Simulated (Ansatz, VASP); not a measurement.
# Two plane-wave programs on WS2

INCAR

```
SYSTEM = WS2
PREC = Accurate ; ENCUT = 500
EDIFF = 1E-6 ; ISMEAR = -1
SIGMA = 0.02 ; LREAL = .False.
LASPH = .True. ; NELM = 120
ALGO = Normal ; ISIF = 2
LWAVE = .False. ; LCHARG = .True.
GGA = PE ; LELF = .True.
LVHAR = .True. ; NBANDS = 35
GGA_COMPAT = .False.
```

File KPOINTS:

```
regular mesh
0
Gamma
  12 12 2
  0 0 0
```

The input POSCAR:

```
WS2
1.0
    3.1699462934      0.0000000000      0.0000000000
   -1.5849731467      2.7452540187      0.0000000000
    0.0000000000      0.0000000000     12.6159812580
W S
2 4
Direct
    0.3333333333      0.6666666667      0.2500000000
    0.6666666667      0.3333333333      0.7500000000
    0.6666666667      0.3333333333      0.3739370859
    0.6666666667      0.3333333333      0.1260629141
    0.3333333333      0.6666666667      0.8739370859
    0.3333333333      0.6666666667      0.6260629141
```

Input for Ansatz:

```yaml
crystal:
  lattice:
    - [3.1699462934, 0.0, 0.0]
    - [-1.5849731467, 2.7452540187, 0.0]
    - [0.0, 0.0, 12.615981258]
  atoms:
    - { symbol: W, position: [0.3333333333, 0.6666666667, 0.25] }
    - { symbol: W, position: [0.6666666667, 0.3333333333, 0.75] }
    - { symbol: S, position: [0.6666666667, 0.3333333333, 0.3739370859] }
    - { symbol: S, position: [0.6666666667, 0.3333333333, 0.1260629141] }
    - { symbol: S, position: [0.3333333333, 0.6666666667, 0.8739370859] }
    - { symbol: S, position: [0.3333333333, 0.6666666667, 0.6260629141] }
kpoints:
  mp_grid: { grid: [12, 12, 2] }
  band_path:
    path:
      - [0.0, 0.0, 0.0]
      - [0.5, 0.0, 0.0]
      - [0.3333333333, 0.3333333333, 0.0]
      - [0.0, 0.0, 0.5]
      - [0.5, 0.0, 0.5]
      - [0.3333333333, 0.3333333333, 0.5]
      - [0.171875, 0.174479, 0.0]
    npoints: 1
hamiltonian:
  xc: pbe
scf:
  occupations: { method: fermi_dirac, width: 0.02 }
  n_extra_bands: 5
output:
  forces: true
  stress: true
  eigenvalues: true
  write_density: true
  write_potential: true
  elf: true
  volumetric_format: npy
```

Change from the starting cell: uniaxial_z strain +1.0%.

Alike in both runs: task single point; functional PBE; k mesh 12 × 12 × 2; occupations fermi-dirac, width 0.02 eV; no spin polarisation.

|  | VASP | Ansatz |
| --- | --- | --- |
| version | VASP 6.6.1 | Ansatz 0.2.0 |
| potentials or method | VASP PAW PBE potentials, release 64 (W_sv, S) | plane waves, PAW |
| plane-wave cutoff (eV) | 500 | 420 |
| valence electrons in the cell | 52 | 52 |

VASP gave:

| Property | Result |
| --- | --- |
| gap on the k mesh at the Fermi level (eV) | 1.11 |
| pressure (GPa) | 3.0 |
| traceless stress, the component that is largest in VASP (GPa) | 0.70 |
| rms of the force components (eV/Å) | 0.093 |

Estimate Ansatz's values.

gap on the k mesh at the Fermi level (eV): 1.10; pressure (GPa): 3.1; traceless stress, the component that is largest in VASP (GPa): 0.70; rms of the force components (eV/Å): 0.092.

Atom by atom the forces differ by 0.001 eV/Å (rms over components).

Spin-orbit coupling is off throughout.
